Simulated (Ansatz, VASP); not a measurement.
**TiC in VASP and in Ansatz**

File INCAR:

```
PREC     = Accurate       # precision mode
ENCUT    = 520            # plane-wave cutoff, eV
EDIFF    = 1E-8           # SCF threshold, eV
ISMEAR   = -1             # smearing method
SIGMA    = 0.03           # smearing width, eV
LREAL    = F              # projectors in reciprocal space
LASPH    = T              # aspherical terms in the spheres
NELM     = 60             # most SCF steps
ALGO     = Normal         # electronic algorithm
ISIF     = 2              # what is computed and relaxed
LWAVE    = F              # write WAVECAR
LCHARG   = F              # write CHGCAR
GGA      = CA             # functional
LEFG     = T            
NBANDS   = 15             # bands
```

Contents of KPOINTS:

```
regular mesh
0
Gamma
  16 16 16
```

The input POSCAR:

```
TiC
1.0
    0.0000000000      2.1640000000      2.1640000000
    2.1640000000      0.0000000000      2.1640000000
    2.1640000000      2.1640000000      0.0000000000
Ti C
1 1
Direct
    0.0000000000      0.0000000000      0.0000000000
    0.5000000000      0.5000000000      0.5000000000
```

Input for Ansatz:

```yaml
crystal:
  lattice:
    - [0.0, 2.164, 2.164]
    - [2.164, 0.0, 2.164]
    - [2.164, 2.164, 0.0]
  atoms:
    - { symbol: Ti, position: [0.0, 0.0, 0.0] }
    - { symbol: C, position: [0.5, 0.5, 0.5] }
kpoints:
  mp_grid: { grid: [16, 16, 16] }
  band_path:
    path:
      - [0.0, 0.0, 0.0]
      - [0.5, 0.0, 0.5]
      - [0.625, 0.25, 0.625]
      - [0.375, 0.375, 0.75]
      - [0.0, 0.0, 0.0]
      - [0.5, 0.5, 0.5]
      - [0.5, 0.25, 0.75]
      - [0.5, 0.0, 0.5]
    npoints: 5
scf:
  occupations: { method: fermi_dirac, width: 0.03 }
hamiltonian:
  xc: lda
  pseudopotentials: { kind: paw }
output:
  forces: true
  stress: true
  eigenvalues: true
  efg: { contact_densities: true }
```

Alike in both runs: task electric field gradients; functional LDA; k mesh 16 × 16 × 16; occupations fermi-dirac, width 0.03 eV; no spin polarisation.

|  | VASP | Ansatz |
| --- | --- | --- |
| version | VASP 6.6.1 | Ansatz 0.2.0 |
| potentials or method | VASP PAW LDA potentials, release 64 (Ti_sv, C) | PAW with Ansatz's default frozen-core files, scalar-relativistic |
| plane-wave cutoff (eV) | 520 | 420 |
| valence electrons in the cell | 16 | 16 |

Ansatz gave:

| Item | Value |
| --- | --- |
| pressure (GPa) | -12.1 |

Q: What did VASP give for the same quantities?

A: Pressure (GPa): -11.4.

LDA's correlation is that of Perdew and Zunger in VASP and of Perdew and Wang (1992) in Ansatz.
